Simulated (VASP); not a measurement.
Wanted: the native input for a VASP 6.6.1 run.

```yaml
Task: single point
Functional: r2SCAN
Potentials_or_basis: VASP PAW PBE potentials, release 64 (Ga_d, N_h)
Cutoff: 1460 eV
k_mesh: 8 × 8 × 4
Occupations: gaussian, width 0.01 eV
Spin: no spin polarisation
Dipole_correction: no
Further_INCAR_settings: ALGO = Normal; EDIFF = 1e-06; NBANDS = 26
```

Crystal: GaN.

```
Ga N
1.0
     3.21493    0.00000    0.00000
    -1.60747    2.78421    0.00000
     0.00000    0.00000    5.15904
Ga N
2 2
Direct
  0.33333 0.66667 0.99793
  0.66667 0.33333 0.49793
  0.33333 0.66667 0.37707
  0.66667 0.33333 0.87707
```

This cell differs from its parent crystal: film at in-plane strain +0.01.

These files were run (other wordings do the same):

POSCAR

```
GaN
1.0
    3.2149335838      0.0000000000      0.0000000000
   -1.6074667919      2.7842141550      0.0000000000
    0.0000000000      0.0000000000      5.1590415469
Ga N
2 2
Direct
    0.3333333333      0.6666666667     -0.0020697959
    0.6666666667      0.3333333333      0.4979302041
    0.3333333333      0.6666666667      0.3770697959
    0.6666666667      0.3333333333      0.8770697959
```

INCAR.step1

```
PREC = Accurate
ENCUT = 1460
ISMEAR = 0
SIGMA = 0.01
LREAL = F
LASPH = T
NELM = 120
NBANDS = 26
GGA = PE
ALGO = Normal
EDIFF = 1E-5
LWAVE = T
LCHARG = F
GGA_COMPAT = F
```

INCAR.step2

```
PREC = Accurate
ENCUT = 1460
EDIFF = 1E-6
ISMEAR = 0
SIGMA = 0.01
LREAL = F
LASPH = T
NELM = 120
ALGO = Normal
ISIF = 2
LWAVE = F
LCHARG = T
METAGGA = R2SCAN
LMIXTAU = T
LELF = T
LVHAR = T
NBANDS = 26
ISTART = 1
GGA_COMPAT = F
```

KPOINTS

```
Automatic mesh
0
Gamma
  8 8 4
```

Potentials or basis: VASP PAW PBE potentials, release 64 (Ga_d, N_h).

Launch:

```sh
$ cat potpaw_PBE.64/Ga_d/POTCAR potpaw_PBE.64/N_h/POTCAR > POTCAR
$ cp INCAR.step1 INCAR
$ mpirun -np 1 vasp_std > vasp.out
$ cp INCAR.step2 INCAR
$ mpirun -np 1 vasp_std > vasp.out
```

It gave:

```yaml
Pressure: -2.0 GPa
Largest_force: 0.003 eV/Å
Band_gap_on_the_k_mesh: 2.24 eV
```

Caveat: the cell differs from its parent crystal (film at in-plane strain +0.01); the PAW data sets were made with another functional, which shifts forces and pressure a little.

Run time: 7.9 min on 1 thread of Intel(R) Xeon(R) Platinum 8488C (Sapphire Rapids) (shared host), peak memory 0.44 GiB.
